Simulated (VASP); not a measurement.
Set up this calculation in VASP 6.6.1, as the native input.

```
Task                   : single point
Functional             : PBE
Potentials or basis    : VASP PAW PBE potentials, release 64 (Ru_pv)
Cutoff                 : 500 eV
k mesh                 : 4 × 4 × 3
Occupations            : methfessel-paxton, width 0.15 eV
Spin                   : no spin polarisation
Dipole correction      : no
Further INCAR settings : ALGO = Normal; EDIFF = 1e-06; NBANDS = 21
```

The structure of Ru lies in POSCAR:

```
Ru
1.0
    2.7058000000      0.0000000000      0.0000000000
   -1.3529000000      2.3432900000      0.0000000000
    0.0000000000      0.0000000000      4.2819000000
Ru
2
Direct
    0.3333333333      0.6666666667      0.2500000000
    0.6666666667      0.3333333333      0.7500000000
```

These files were run (other wordings do the same):

INCAR

```
ALGO = Normal ; EDIFF = 1E-6
ENCUT = 500 ; GGA = PE
GGA_COMPAT = False ; ISIF = 2
ISMEAR = 1 ; LASPH = True
LCHARG = False ; LREAL = False
LWAVE = False ; NBANDS = 21
NELM = 120 ; PREC = Accurate
SIGMA = 0.15
```

KPOINTS

```
k-points
0
Gamma
  4 4 3
```

Potentials or basis: VASP PAW PBE potentials, release 64 (Ru_pv).

The run is started by

```sh
$ cat potpaw_PBE.64/Ru_pv/POTCAR > POTCAR
$ mpirun -np 1 vasp_std > vasp.out
```

It gave:

| Item | Value |
| --- | --- |
| Pressure | 3.8 GPa |
| Band gap on the k mesh | zero (band 14 reaches 14.51 eV, above the bottom of band 15 at 11.44 eV) |

Caveat: the k points lie up to 0.67 Å⁻¹ apart.

Run time: 4.6 s on 1 thread of Intel(R) Xeon(R) Platinum 8375C CPU @ 2.90GHz (Ice Lake) (shared host), peak memory 0.13 GiB.
